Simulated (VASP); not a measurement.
Wanted: the native input for a VASP 6.6.1 run.

```yaml
Task: single point
Functional: LDA
Potentials_or_basis: VASP PAW LDA potentials, release 64 (Na_pv, H)
Cutoff: 520 eV
k_mesh: 8 × 8 × 8
Occupations: fermi-dirac, width 0.03 eV
Spin: no spin polarisation
Dipole_correction: no
Further_INCAR_settings: ALGO = Normal; EDIFF = 1e-06; NBANDS = 11
```

The structure of NaH lies in POSCAR:

```
NaH
1.0
    0.0000000000      2.3864216652      2.3864216652
    2.3864216652      0.0000000000      2.3864216652
    2.3864216652      2.3864216652      0.0000000000
Na H
1 1
Direct
   -0.0450000000     -0.0450000000      0.0450000000
    0.5450000000      0.5450000000      0.4550000000
```

This cell differs from its parent crystal: shortest bond scaled by 0.82.

One way to write it, as run:

INCAR

```
SYSTEM = NaH
  ALGO = Normal
  EDIFF = 1E-6
  ENCUT = 520
  GGA = CA
  ISIF = 2
  ISMEAR = -1
  LASPH = .True.
  LCHARG = .False.
  LREAL = .False.
  LWAVE = .False.
  NBANDS = 11
  NELM = 60
  PREC = Accurate
  SIGMA = 0.03
```

KPOINTS

```
k-points
0
Gamma
  8 8 8
  0 0 0
```

Potentials or basis: VASP PAW LDA potentials, release 64 (Na_pv, H).

Launch:

```bash
$ cat potpaw_LDA.64/Na_pv/POTCAR potpaw_LDA.64/H/POTCAR > POTCAR
$ mpirun -np 1 vasp_std > vasp.out
```

It gave:

```yaml
Pressure: 0.6 GPa
Largest_force: 0.711 eV/Å
Band_gap_on_the_k_mesh: 3.41 eV, indirect (least direct gap 4.37 eV)
```

Caveat: the cell differs from its parent crystal (shortest bond scaled by 0.82).

Wall time 25 s on 1 thread of AMD EPYC 7R13 (shared host), peak memory 0.11 GiB.
